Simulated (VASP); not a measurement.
I:

```
I
1.0
     0.00000    2.36560    3.90984
     2.19225    0.00000    3.90984
     2.19225    2.36560    0.00000
I
1
Direct
  0.00000 0.00000 0.00000
```

Base run:

```yaml
Program: VASP 6.6.1
Functional: PBEsol
Potentials_or_basis: VASP PAW PBE potentials, release 64 (I)
Cutoff: 520 eV
k_mesh: 6 × 6 × 6
Occupations: fermi-dirac, width 0.05 eV
Spin: no spin polarisation
```

Its results: band gap on the k mesh zero (an odd number of electrons rules out a gap without spin polarisation); pressure -1.3 GPa.

Q: The run is repeated on the same cell with these changes: functional from PBEsol to HSE06. What comes out?

A: Band gap on the k mesh zero (an odd number of electrons rules out a gap without spin polarisation); pressure -0.7 GPa.

Caveats: the PAW data sets were made with another functional, which shifts forces and pressure a little; spin-orbit coupling is left out, which moves the levels of the heavy elements; an odd number of electrons without spin polarisation forces a metal; a magnetic or distorted state may lie lower.
